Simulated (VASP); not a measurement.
# Hf2Se3S3 in VASP: notebook

Hf2Se3S3 is run at these levels: PBE+D3(BJ); tasks: single point.

Everything below comes from runs of VASP 6.6.1. Logs are shortened: lines on timing, memory, paths and dates and some standing lists are left out, and cuts for length are marked.

## Step 1: The cell of the first run

The cell holds an amorphous packing of atoms, 16 atoms: a = 7.367 Å, b = 7.510 Å, c = 7.374 Å, α = 90.64°, β = 90.28°, γ = 90.68°.

## Step 2: Single point, PBE+D3(BJ)

INCAR

```
ALGO = Normal
EDIFF = 1E-6
ENCUT = 520
GGA = PE
ISIF = 2
ISMEAR = -1
ISYM = 0
IVDW = 12
LASPH = T
LCHARG = F
LREAL = Auto
LWAVE = F
NBANDS = 70
NELM = 80
PREC = Accurate
SIGMA = 0.0758
```

KPOINTS

```
Automatic mesh
0
Gamma
  1 1 1
  0.25 0.25 0.25
```

POSCAR

```
Hf2Se3S3
1.0
    7.3673110000     -0.0439010000     -0.0180960000
   -0.0439010000      7.5102110000     -0.0415870000
   -0.0180960000     -0.0415870000      7.3739650000
Hf Se S
4 6 6
Direct
    0.0685288439      0.6395235556      0.9816855605
    0.4819591154      0.7118126600      0.5340077808
    0.4475942367      0.8362394141      0.0248782512
    0.8520959106      0.2515438863      0.2058768225
    0.5914894073      0.1309986196      0.9446533082
    0.1592188663      0.2955354931      0.0277741567
    0.6478391403      0.9749685616      0.3321910688
    0.7110996523      0.7516058318      0.8017264919
    0.4900663187      0.3881845025      0.3802659314
   -0.0098532328      0.1682216396      0.5263081028
    0.2653407712      0.6327601459      0.2730536696
    0.2273706654      0.8355268189      0.7236373584
    0.5153938839      0.5357178744      0.8354044896
    0.2603956299      0.3234004332      0.6155496226
    0.8108186791      0.5737199615      0.2343332070
    0.1235085325      0.8899271417      0.1455613649
```

Potentials or basis: VASP PAW PBE potentials, release 64 (Hf_pv, Se, S).

Run with:

```bash
$ cat potpaw_PBE.64/Hf_pv/POTCAR potpaw_PBE.64/Se/POTCAR potpaw_PBE.64/S/POTCAR > POTCAR
$ mpirun -np 1 vasp_std > vasp.out
```

OUTCAR:

```text
EDIFF = 1E-6
   ENCUT = 520
   GGA = PE
   ISIF = 2
   ISMEAR = -1
   ISYM = 0
   IVDW = 12
   LASPH = T
   LREAL = Auto
   NELM = 80
   PREC = Accurate
 IVDW          = 12

 ion  position               nearest neighbor table
   1  0.069  0.640  0.982-  16 2.26  11 2.59  12 2.68   6 2.70  15 2.71   8 3.07   3 3.16   4 3.71

   2  0.482  0.712  0.534-  12 2.52  11 2.55   8 2.60  13 2.61   9 2.67   7 2.76   3 3.74
   3  0.448  0.836  0.025-   5 2.52  16 2.59   8 2.63  13 2.69  11 2.74  12 2.74   7 2.88   1 3.16
                             2 3.74
   4  0.852  0.252  0.206-  15 2.45   6 2.64  10 2.65   7 2.73   5 2.85   9 3.14   1 3.71
   5  0.591  0.131  0.945-   3 2.52   4 2.85
   6  0.159  0.296  0.028-   4 2.64   1 2.70
   7  0.648  0.975  0.332-   4 2.73   2 2.76   3 2.88
   8  0.711  0.752  0.802-  13 2.17   2 2.60   3 2.63   1 3.07
   9  0.490  0.388  0.380-  14 2.48  11 2.61   2 2.67   4 3.14
  10  0.990  0.168  0.526-  14 2.38   4 2.65
  11  0.265  0.633  0.273-  16 2.41   2 2.55   1 2.59   9 2.61   3 2.74
  12  0.227  0.836  0.724-   2 2.52   1 2.68   3 2.74
  13  0.515  0.536  0.835-   8 2.17   2 2.61   3 2.69
  14  0.260  0.323  0.616-  10 2.38   9 2.48
  15  0.811  0.574  0.234-   4 2.45   1 2.71
  16  0.124  0.890  0.146-   1 2.26  11 2.41   3 2.59

IMPORTANT INFORMATION: All symmetrisations will be switched off!
NOSYMM: (Re-)initialisation of all symmetry stuff for point group C_1.

----------------------------------------------------------------------------------------

                                     Primitive cell

  volume of cell :     407.9724

  direct lattice vectors                    reciprocal lattice vectors
     7.367311000 -0.043901000 -0.018096000     0.135740303  0.000795340  0.000337598
    -0.043901000  7.510211000 -0.041587000     0.000795340  0.133160870  0.000752940
    -0.018096000 -0.041587000  7.373965000     0.000337598  0.000752940  0.135617327

  length of vectors
     7.367464023  7.510454450  7.374104472     0.135743053  0.133165374  0.135619837

  position of ions in fractional coordinates (direct lattice)
     0.068528844  0.639523556  0.981685560
     0.481959115  0.711812660  0.534007781
     0.447594237  0.836239414  0.024878251
     0.852095911  0.251543886  0.205876823
     0.591489407  0.130998620  0.944653308
     0.159218866  0.295535493  0.027774157
[... 8 lines left out ...]
     0.810818679  0.573719961  0.234333207
     0.123508532  0.889927142  0.145561365

[... 69 lines left out ...]
   NSW    =      0    number of steps for IOM
   IBRION =     -1    ionic relax: 0-MD 1-quasi-New 2-CG
   NFREE  =      0    steps in history (QN), initial steepest desc. (CG)
   ISIF   =      2    stress and relaxation
   ISYM   =      0    0-nonsym 1-usesym 2-fastsym
   POTIM  = 0.5000    time-step for ionic-motion
   TEBEG  =    0.0;   TEEND  =   0.0 temperature during run
   PSTRESS=    0.0 pullay stress
   NELECT =     112.0000    total number of electrons
   NUPDOWN=      -1.0000    fix difference up-down
   EMIN   =  10.00;   EMAX   =-10.00  energy-range for DOS
   EFERMI =   0.00;   METHOD = LEGACY
   ISMEAR =    -1;   SIGMA  =   0.08  broadening in eV -4-tet -1-fermi 0-gaus
   EFERMI_NEDOS =   21; number of points for ismear=-14 and -15
   IALGO  =     38    algorithm
   IMIX   =      4    mixing-type and parameters
     AMIX     =   0.40;   BMIX     =  1.00
     AMIX_MAG =   1.60;   BMIX_MAG =  1.00
  volume/ion in A,a.u.               =      25.50       172.07
  Fermi-wavevector in a.u.,A,eV,Ry     =   1.063989  2.010648 15.402789  1.132073
  Thomas-Fermi vector in A             =   2.199493
   LORBIT       =      0    0 simple, 1 ext, 2 COOP (PROOUT), +10 PAW based schemes
   GGA     = PE    functional components
   LHFCALC =     F    Hartree Fock is set to
   AEXX    =    0.0000 exact exchange contribution
   IVDW    =    12    specifies the selected vdW correction
   LEPSILON=     F    determine dielectric tensor
   LRPA    =     F    only Hartree local field effects (RPA)
 non-spin polarized calculation
  energy-cutoff  :      520.00
  volume of cell :      407.97
 maximum number of plane-waves:     10988
 NGX is ok and might be reduce to    54
   NGX = 27   NGY = 27   NGZ = 27

 number of electron     111.9999993 magnetization

 Free energy of the ion-electron system (eV)
  ---------------------------------------------------
  ext. energy  EPLUGINS =         0.00000000
  ---------------------------------------------------
  free energy    TOTEN  =       -95.86059831 eV

  energy without entropy =      -95.84036832  energy(sigma->0) =      -95.85048331

 E-fermi :   3.2729     XC(G=0):  -9.1096

 val. band max:        2.9329855135   @ k =   0.2500   0.2500   0.2500
 cond. band min:       3.6078042464   @ k =   0.2500   0.2500   0.2500
 fundamental gap:      0.6748187329
 Fermi energy:         3.2729498912

 k-point     1 :       0.2500    0.2500    0.2500
  band No.  band energies     occupation
      1     -28.7694      2.00000
      2     -28.6956      2.00000
      3     -28.6147      2.00000
      4     -28.5942      2.00000
      5     -28.5158      2.00000
      6     -28.4877      2.00000
[... 60 lines left out ...]
     67       5.5888      0.00000
     68       5.7901      0.00000
 [bands above 68 left out]

------------------------ aborting loop because EDIFF is reached ----------------------------------------

 Edisp (eV)   -4.98051

 E8    (eV) :    -2.1417

  FORCE on cell =-STRESS in cart. coord.  units (eV):
  Direction    XX          YY          ZZ          XY          YZ          ZX
  --------------------------------------------------------------------------------------
  -------------------------------------------------------------------------------------
  Total     -12.86344     2.33175   -10.07649    -2.26049     4.27464     4.14033
  in kB     -50.51692     9.15716   -39.57208    -8.87731    16.78723    16.25979
  external pressure =      -26.98 kB  Pullay stress =        0.00 kB

 VOLUME and BASIS-vectors are now :
 -----------------------------------------------------------------------------
  energy-cutoff  :      520.00
  volume of cell :      407.97
      direct lattice vectors                 reciprocal lattice vectors
     7.367311000 -0.043901000 -0.018096000     0.135740303  0.000795340  0.000337598
    -0.043901000  7.510211000 -0.041587000     0.000795340  0.133160870  0.000752940
    -0.018096000 -0.041587000  7.373965000     0.000337598  0.000752940  0.135617327

 POSITION                                       TOTAL-FORCE (eV/Angst)
 -----------------------------------------------------------------------------------
      0.45903      4.75912      7.21108        -0.909012     -2.739908     -0.903055
      3.50983      5.30250      3.89943        -0.558612      0.665173     -0.358169
      3.26040      6.25965      0.14057         0.152132      0.161059      0.498452
      6.26289      1.84318      1.49225         0.098348      0.498146     -0.483545
      4.33484      0.91858      6.94969         0.826526      1.037894      0.092904
      1.15954      2.21139      0.18963        -1.322740      0.392544     -0.408713
[... 8 lines left out ...]
      5.94413      4.26342      1.68943         0.329009     -0.600549     -0.740599
      0.86822      6.67207      1.03412         0.416581      2.277362      1.549758
 -----------------------------------------------------------------------------------
    total drift:                               -0.000607      0.011252      0.011400

  FREE ENERGIE OF THE ION-ELECTRON SYSTEM (eV)
  ---------------------------------------------------
  free  energy   TOTEN  =      -100.8411087618 eV

  energy  without entropy=     -100.8208787729  energy(sigma->0) =     -100.83099377
```

OSZICAR:

```text
N       E                     dE             d eps       ncg     rms          rms(c)
DAV:   1     0.692712096225E+03    0.69271E+03   -0.52590E+04   156   0.141E+03
DAV:   2    -0.316469781939E+02   -0.72436E+03   -0.69341E+03   170   0.297E+02
DAV:   3    -0.100957931768E+03   -0.69311E+02   -0.67745E+02   176   0.764E+01
DAV:   4    -0.103213721374E+03   -0.22558E+01   -0.22339E+01   168   0.153E+01
DAV:   5    -0.103309237092E+03   -0.95516E-01   -0.95386E-01   184   0.288E+00    0.826E+01
DAV:   6    -0.961337784961E+02    0.71755E+01   -0.22540E+01   162   0.124E+01    0.565E+01
DAV:   7    -0.959080449582E+02    0.22573E+00   -0.49176E+00   168   0.758E+00    0.105E+01
DAV:   8    -0.958858815721E+02    0.22163E-01   -0.76601E-01   160   0.301E+00    0.361E+00
DAV:   9    -0.958634511508E+02    0.22430E-01   -0.14149E-01   168   0.117E+00    0.190E+00
DAV:  10    -0.958604263282E+02    0.30248E-02   -0.30611E-02   168   0.586E-01    0.724E-01
DAV:  11    -0.958604572687E+02   -0.30940E-04   -0.40673E-03   176   0.211E-01    0.247E-01
DAV:  12    -0.958605392585E+02   -0.81990E-04   -0.53870E-04   184   0.754E-02    0.128E-01
DAV:  13    -0.958605742675E+02   -0.35009E-04   -0.15961E-04   192   0.402E-02    0.525E-02
DAV:  14    -0.958605908999E+02   -0.16632E-04   -0.26811E-05   168   0.185E-02    0.233E-02
DAV:  15    -0.958605954903E+02   -0.45904E-05   -0.90406E-06   176   0.893E-03    0.109E-02
DAV:  16    -0.958605974388E+02   -0.19485E-05   -0.15466E-06    96   0.453E-03    0.511E-03
DAV:  17    -0.958605983059E+02   -0.86716E-06   -0.76063E-07   104   0.288E-03
   1 F= -.10084111E+03 E0= -.10083099E+03  d E =-.202300E-01
```

Run time: 43 s. Hardware: 1 thread of Intel Xeon 6975P-C (Granite Rapids), shared host; peak memory 0.4 GiB.

Results:

| Quantity | Value |
| --- | --- |
| Free energy | -100.8411 eV |
| Pressure | -2.7 GPa |
| Largest force | 3.025 eV/Å |
| Band gap on the k mesh | 0.67 eV |
| Dispersion energy per atom | -0.311 eV |

Forces in eV/Å, atoms in the order of the input:
```
Hf  -0.909 -2.740 -0.903
Hf  -0.559  0.665 -0.358
Hf   0.152  0.161  0.498
Hf   0.098  0.498 -0.484
Se   0.827  1.038  0.093
Se  -1.323  0.393 -0.409
Se  -0.991 -1.355  0.999
Se   2.235  0.527 -0.425
Se  -1.068 -0.168  0.520
Se   0.412  0.538 -0.335
S    0.892  0.572 -0.452
S    0.306 -0.382  0.508
S   -0.502 -1.055  0.539
S   -0.318 -0.368 -0.601
S    0.329 -0.601 -0.741
S    0.417  2.277  1.550
```

Caveat: the k points lie up to 0.85 Å⁻¹ apart; spin-orbit coupling is left out, which moves the levels of the heavy elements.

## Step 3: Single point, PBE+D3(BJ)

INCAR

```
PREC = Accurate
ENCUT = 520
EDIFF = 1E-7
ISMEAR = -1
SIGMA = 0.0758
LREAL = Auto
LASPH = True
NELM = 80
ALGO = Normal
ISIF = 2
LWAVE = False
LCHARG = False
GGA = PE
IVDW = 12
NBANDS = 70
ISYM = 0
```

KPOINTS is that of step 2.

POSCAR

```
Hf2Se3S3
1.0
    7.3673110000     -0.0439010000     -0.0180960000
   -0.0439010000      7.5102110000     -0.0415870000
   -0.0180960000     -0.0415870000      7.3739650000
Hf Se S
4 6 6
Direct
    0.0451884446      0.6342042480      0.9817707817
    0.4834207828      0.7112482904      0.5331973592
    0.4403812240      0.8487822419      0.0134309623
    0.8763039705      0.2390972488      0.2236556498
    0.6175777284      0.1630327513      0.9576089295
    0.1181340442      0.2930852637     -0.0237341389
    0.6098623416      0.9618204543      0.3320987144
    0.7508900468      0.7798764822      0.7994111485
    0.4924329836      0.3968400690      0.3860665809
   -0.0054239508      0.1609762312      0.5513400683
    0.2824973058      0.6416659434      0.2506483327
    0.2369720087      0.8488691638      0.7699094269
    0.5178049380      0.5268292050      0.8444787091
    0.2552367294      0.3275778125      0.5978873974
    0.7978347205      0.5474530625      0.2075473029
    0.1021481717      0.9108717691      0.1956325935
```

Potentials or basis: VASP PAW PBE potentials, release 64 (Hf_pv, Se, S).

Run with:

```bash
$ cat potpaw_PBE.64/Hf_pv/POTCAR potpaw_PBE.64/Se/POTCAR potpaw_PBE.64/S/POTCAR > POTCAR
$ mpirun -np 1 vasp_std > vasp.out
```

OUTCAR:

```text
PREC = Accurate
   ENCUT = 520
   EDIFF = 1E-7
   ISMEAR = -1
   LREAL = Auto
   LASPH = True
   NELM = 80
   ISIF = 2
   GGA = PE
   IVDW = 12
   ISYM = 0
 IVDW          = 12

 ion  position               nearest neighbor table
   1  0.045  0.634  0.982-  15 2.56  16 2.62   6 2.62  11 2.64  12 2.66   8 2.79   3 3.32   4 3.69

   2  0.483  0.711  0.533-   7 2.58   9 2.59  11 2.59  13 2.71  12 2.73   8 2.81   3 3.69
   3  0.440  0.849  0.013-  12 2.33  11 2.62   5 2.72  13 2.77   7 2.78   8 2.83  16 2.88   1 3.32
                             2 3.69
   4  0.876  0.239  0.224-  15 2.40   6 2.59  10 2.64   5 2.78   7 2.96  16 3.00   9 3.30   1 3.69

   5  0.618  0.163  0.958-   3 2.72   4 2.78
   6  0.118  0.293  0.976-   4 2.59   1 2.62
   7  0.610  0.962  0.332-   2 2.58   3 2.78   4 2.96
   8  0.751  0.780  0.799-  13 2.57   1 2.79   2 2.81   3 2.83
   9  0.492  0.397  0.386-  14 2.41   2 2.59  11 2.62   4 3.30
  10  0.995  0.161  0.551-  14 2.30   4 2.64
  11  0.282  0.642  0.251-  16 2.47   2 2.59   9 2.62   3 2.62   1 2.64
  12  0.237  0.849  0.770-   3 2.33   1 2.66   2 2.73
  13  0.518  0.527  0.844-   8 2.57   2 2.71   3 2.77
  14  0.255  0.328  0.598-  10 2.30   9 2.41
[... 161 lines left out ...]
      1     -28.8897      2.00000
      2     -28.8597      2.00000
      3     -28.7999      2.00000
      4     -28.7665      2.00000
      5     -28.6280      2.00000
      6     -28.6205      2.00000
[... 60 lines left out ...]
     67       5.6311      0.00000
     68       5.8408      0.00000
 [bands above 68 left out]

------------------------ aborting loop because EDIFF is reached ----------------------------------------

 Edisp (eV)   -4.98200

 E8    (eV) :    -2.1433

  FORCE on cell =-STRESS in cart. coord.  units (eV):
  Direction    XX          YY          ZZ          XY          YZ          ZX
  --------------------------------------------------------------------------------------
  -------------------------------------------------------------------------------------
  Total     -12.98781    -7.29106    -9.54556    -2.52552     1.23952     4.45529
  in kB     -51.00536   -28.63325   -37.48703    -9.91814     4.86782    17.49668
  external pressure =      -39.04 kB  Pullay stress =        0.00 kB

 VOLUME and BASIS-vectors are now :
 -----------------------------------------------------------------------------
  energy-cutoff  :      520.00
  volume of cell :      407.97
      direct lattice vectors                 reciprocal lattice vectors
     7.367311000 -0.043901000 -0.018096000     0.135740303  0.000795340  0.000337598
    -0.043901000  7.510211000 -0.041587000     0.000795340  0.133160870  0.000752940
    -0.018096000 -0.041587000  7.373965000     0.000337598  0.000752940  0.135617327

 POSITION                                       TOTAL-FORCE (eV/Angst)
 -----------------------------------------------------------------------------------
      0.28731      4.72020      7.21235        -0.355605      0.069381      1.185024
      3.52064      5.29823      3.89345        -0.373409      0.533958      1.165931
      3.20692      6.35464      0.05577         1.507142     -0.225133      1.021720
      6.44146      1.74790      1.62343        -1.059403     -0.581809     -0.902416
      4.52540      1.15747      7.04342         0.348077     -0.315933      0.128502
      0.83980      2.15535      7.18462        -0.035331      0.613226      0.188352
[... 8 lines left out ...]
      5.85011      4.06783      1.49324         0.696333      0.207587      0.037802
      0.70903      6.82822      1.40286         0.898645     -1.019117     -1.126637
 -----------------------------------------------------------------------------------
    total drift:                               -0.023814     -0.004261     -0.017983

  FREE ENERGIE OF THE ION-ELECTRON SYSTEM (eV)
  ---------------------------------------------------
  free  energy   TOTEN  =      -101.1044330308 eV

  energy  without entropy=     -101.0369668319  energy(sigma->0) =     -101.07069993
```

stdout:

```text
POSCAR found type information on POSCAR HfSeS
 POSCAR found :  3 types and      16 ions
 scaLAPACK will be used
 LDA part: xc-table for (Slater+PW92), standard interpolation
 POSCAR, INCAR and KPOINTS ok, starting setup
 FFT: planning ... GRIDC
 FFT: planning ... GRID_SOFT
 FFT: planning ... GRID
 WAVECAR not read
 entering main loop
```

Run time: 46 s. Hardware: 1 thread of Intel Xeon 6975P-C (Granite Rapids), shared host; peak memory 0.4 GiB.

Results:

| Quantity | Value |
| --- | --- |
| Free energy | -101.1044 eV |
| Pressure | -3.9 GPa |
| Largest force | 1.835 eV/Å |
| Band gap on the k mesh | 0.43 eV |
| Dispersion energy per atom | -0.311 eV |

Forces on the atoms (eV/Å):
```
Hf  -0.356  0.069  1.185
Hf  -0.373  0.534  1.166
Hf   1.507 -0.225  1.022
Hf  -1.059 -0.582 -0.902
Se   0.348 -0.316  0.129
Se  -0.035  0.613  0.188
Se   0.204 -0.101  0.815
Se  -0.801 -0.461 -0.266
Se  -0.682 -1.109 -0.258
Se  -0.207  0.634 -0.656
S   -0.326  0.540  0.154
S   -0.731 -0.213 -1.634
S    0.531  1.315 -0.217
S    0.386  0.113  0.362
S    0.696  0.208  0.038
S    0.899 -1.019 -1.127
```

Levels at points of the mesh, in eV from the valence-band top:
```tsv
k point	band 52	band 53	band 54	band 55	band 56	band 57	band 58	band 59	band 60	band 61
(0.25, 0.25, 0.25)	-1.11	-0.98	-0.65	-0.34	0.00	0.43	0.81	0.91	1.10	1.26
```

Caveat: the k points lie up to 0.85 Å⁻¹ apart; spin-orbit coupling is left out, which moves the levels of the heavy elements.

## Step 4: Single point, PBE+D3(BJ)

INCAR

```
  ALGO = Normal
  EDIFF = 1E-6
  ENCUT = 520
  GGA = PE
  ISIF = 2
  ISMEAR = -1
  ISYM = 0
  IVDW = 12
  LASPH = True
  LCHARG = False
  LREAL = Auto
  LWAVE = False
  NBANDS = 70
  NELM = 80
  PREC = Accurate
  SIGMA = 0.0758
```

KPOINTS is that of step 3.

POSCAR

```
Hf2Se3S3
1.0
    7.3673110000     -0.0439010000     -0.0180960000
   -0.0439010000      7.5102110000     -0.0415870000
   -0.0180960000     -0.0415870000      7.3739650000
Hf Se S
4 6 6
Direct
    0.0320754304      0.6204214767      0.9794179800
    0.4778148882      0.7185798415      0.5293163336
    0.4536566267      0.8520125639      0.0216209348
    0.8952474802      0.2340384772      0.2162956234
    0.6237866962      0.1575994678      0.9667779998
    0.1148748227      0.3094045515     -0.0467851445
    0.6043489481      0.9576081637      0.3539289038
    0.7529851827      0.7846466527      0.7736100077
    0.4845104418      0.3763081456      0.3984197413
   -0.0009801725      0.1508923381      0.5379885072
    0.2770554542      0.6637498338      0.2532832689
    0.2209256581      0.8879319497      0.7515434772
    0.5208791913      0.5811117037      0.8346933464
    0.2593160434      0.3366916790      0.5949291297
    0.8172934888      0.5435691549      0.2053537213
    0.1390373006      0.8931188326      0.1719288269
```

Run with:

```bash
$ cat potpaw_PBE.64/Hf_pv/POTCAR potpaw_PBE.64/Se/POTCAR potpaw_PBE.64/S/POTCAR > POTCAR
$ mpirun -np 1 vasp_std > vasp.out
```

Run time: 41 s. Hardware: 1 thread of Intel Xeon 6975P-C (Granite Rapids), shared host; peak memory 0.4 GiB.

Results (log left out):

```yaml
Free_energy: -101.1194 eV
Pressure: -1.2 GPa
Largest_force: 2.259 eV/Å
Band_gap_on_the_k_mesh: 0.67 eV
Dispersion_energy_per_atom: -0.311 eV
```

Forces on the atoms (eV/Å):
```
Hf   0.283  1.857 -0.001
Hf  -1.544 -0.548  1.239
Hf  -0.366  0.870 -0.891
Hf  -1.609 -0.372 -1.238
Se   0.735  0.233  0.498
Se   0.472 -1.125  0.345
Se   0.993  1.112 -0.563
Se   0.309 -0.698 -0.035
Se  -0.141  0.431 -0.276
Se  -0.137  0.882 -0.627
S   -0.131 -1.141  0.088
S    1.421 -1.714  0.384
S    0.486 -0.841  0.619
S   -0.107 -0.237  0.294
S   -0.295  0.173  0.597
S   -0.372  1.119 -0.430
```

Stress tensor (GPa, compression positive):
```
-3.67 -1.78 -0.51
-1.78  1.26 -0.48
-0.51 -0.48 -1.06
```

Levels at points of the mesh, in eV from the valence-band top:
| k point | band 53 | band 54 | band 55 | band 56 | band 57 | band 58 | band 59 | band 60 |
| --- | --- | --- | --- | --- | --- | --- | --- | --- |
| (0.25, 0.25, 0.25) | -0.82 | -0.69 | -0.35 | 0.00 | 0.67 | 1.04 | 1.19 | 1.38 |

Caveat: the k points lie up to 0.85 Å⁻¹ apart; spin-orbit coupling is left out, which moves the levels of the heavy elements.
